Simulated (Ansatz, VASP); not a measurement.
## Two plane-wave programs on LuMnIn

```
Lu In Mn
1.0
     4.73656    0.00000    0.00000
    -2.36828    4.10198    0.00000
     0.00000    0.00000    3.40074
Lu In Mn
1 1 1
Direct
  0.00000 0.00000 0.00000
  0.66667 0.33333 0.50000
  0.33333 0.66667 0.50000
```

Alike in both runs: task single point; functional PBE; k mesh 7 × 7 × 8; occupations fermi-dirac, width 0.05 eV; no spin polarisation.

|  | VASP | Ansatz |
| --- | --- | --- |
| version | VASP 6.6.1 | Ansatz 0.2.0 |
| potentials or method | VASP PAW PBE potentials, release 64 (Lu, In_d, Mn_pv) | Ansatz PAW |
| plane-wave cutoff (eV) | 520 | 420 |
| valence electrons in the cell | 51 | 53 |

VASP gave:

```
gap on the k mesh at the Fermi level (eV)                     : none
pressure (GPa)                                                : -6.5
traceless stress, the component that is largest in VASP (GPa) : 1.39
```

Question: Which values does Ansatz return?

Answer: gap on the k mesh at the Fermi level (eV): none; pressure (GPa): -6.4; traceless stress, the component that is largest in VASP (GPa): 1.34.

A gap of «none» marks a metal or a gap that the smearing closes. VASP's potentials hold 51 valence electrons a cell and Ansatz's 53, so a difference there can come from the potentials and not from the codes.

Spin-orbit coupling is off throughout.
